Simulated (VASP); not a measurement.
Here is a VASP 6.6.1 calculation.

File INCAR:

```
SYSTEM = KI
ALGO = Normal
EDIFF = 1E-6
ENCUT = 520
GGA = PE
ISIF = 2
ISMEAR = 0
LASPH = .True.
LCHARG = .False.
LREAL = .False.
LWAVE = .False.
NBANDS = 15
NELM = 60
PREC = Accurate
SIGMA = 0.01
```

KPOINTS

```
k-points
0
Gamma
  4 4 4
  0 0 0
```

Contents of POSCAR:

```
KI
1.0
    0.0000000000      3.9658945178      3.9658945178
    3.9658945178      0.0000000000      3.9658945178
    3.9658945178      3.9658945178      0.0000000000
K I
1 1
Direct
    0.0000000000      0.0000000000      0.0000000000
    0.2500000000      0.2500000000      0.2500000000
```

Potentials or basis: VASP PAW PBE potentials, release 64 (K_sv, I).

Command:

```console
$ cat potpaw_PBE.64/K_sv/POTCAR potpaw_PBE.64/I/POTCAR > POTCAR
$ mpirun -np 1 vasp_std > vasp.out
```

**Question.** What does it give for the pressure?

**Answer.** 0.2 GPa.

**Question.** Estimate the band gap on the k mesh.

**Answer.** 3.93 eV.

Caveat: spin-orbit coupling is left out, which moves the levels of the heavy elements.
